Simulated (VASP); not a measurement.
Write the native input for VASP 6.6.1 that does the following.

| Quantity | Value |
| --- | --- |
| Task | single point |
| Functional | PBEsol |
| Potentials or basis | VASP PAW PBE potentials, release 64 (Ag, Cl) |
| Cutoff | 520 eV |
| k mesh | 10 × 10 × 10 |
| Occupations | gaussian, width 0.03 eV |
| Spin | no spin polarisation |
| Dipole correction | no |
| Further INCAR settings | ALGO = Normal; EDIFF = 1e-07; NBANDS = 26 |

The structure of AgCl lies in POSCAR:

```
AgCl
1.0
    1.9410688169     -5.5565952358      0.0000000000
    1.9410688169      5.5565952358      0.0000000000
    0.0000000000      0.0000000000      3.9240373500
Ag Cl
2 2
Direct
    0.3965554000      0.6034446000      0.7500000000
    0.6034446000      0.3965554000      0.2500000000
    0.8654487300      0.1345512700      0.2500000000
    0.1345512700      0.8654487300      0.7500000000
```

This cell differs from its parent crystal: strain +0.0375 x Voigt [1, 0, 0, 0, 0, 0].

One way to write it, as run:

INCAR

```
SYSTEM = AgCl
PREC = Accurate
ENCUT = 520
EDIFF = 1E-7
ISMEAR = 0
SIGMA = 0.03
LREAL = .FALSE.
LASPH = .TRUE.
NELM = 80
ALGO = Normal
ISIF = 2
LWAVE = .FALSE.
LCHARG = .FALSE.
GGA = PS
NBANDS = 26
```

KPOINTS

```
regular mesh
0
G
  10 10 10
  0 0 0
```

Potentials or basis: VASP PAW PBE potentials, release 64 (Ag, Cl).

Command:

```console
$ cat potpaw_PBE.64/Ag/POTCAR potpaw_PBE.64/Cl/POTCAR > POTCAR
$ mpirun -np 1 vasp_std > vasp.out
```

It gave:

- Pressure: -4.7 GPa
- Largest force: 0.022 eV/Å
- Band gap on the k mesh: 0.32 eV (least direct gap 1.69 eV)

Caveat: the cell differs from its parent crystal (strain +0.0375 x Voigt [1, 0, 0, 0, 0, 0]); the cell stands under tension; the PAW data sets were made with another functional, which shifts forces and pressure a little.

It took 5 min on 1 thread of Oxide Virtual Turin-like Processor (shared host), peak memory 0.45 GiB.
